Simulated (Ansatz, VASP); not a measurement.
# One calculation of Rh, two programs

```
CELL_PARAMETERS angstrom
0.00000 1.99663 1.99663
1.99663 0.00000 1.99663
1.99663 1.99663 0.00000
ATOMIC_POSITIONS crystal
Rh 0.00000 0.00000 0.00000
```

Change from the starting cell: strain +0.050 along x and y, +0.050 along z, atoms carried along.

Alike in both runs: task single point; functional PBEsol; k mesh 22 × 22 × 22; occupations gaussian, width 0.15 eV; no spin polarisation.

|  | VASP | Ansatz |
| --- | --- | --- |
| version | VASP 6.6.1 | Ansatz 0.2.0 |
| potentials or method | VASP PAW PBE potentials, release 64 (Rh_pv), cutoff 520 eV | scalar-relativistic, plane waves, PAW |
| valence electrons in the cell | 15 | 17 |

Ansatz gave:

```
gap on the k mesh at the Fermi level (eV) : none
pressure (GPa)                            : -31.6
```

Question: Which values does VASP return?

Answer: gap on the k mesh at the Fermi level (eV): none; pressure (GPa): -31.7.

VASP's potentials were made for PBE, not for PBEsol. A gap of «none» marks a metal or a gap that the smearing closes. Both programs put the cell under strong tension, so it lies far from rest at this level. VASP's potentials hold 15 valence electrons a cell and Ansatz's 17, so a difference there can come from the potentials and not from the codes.

Noted on VASP's run: the cell as given lies far from equilibrium.
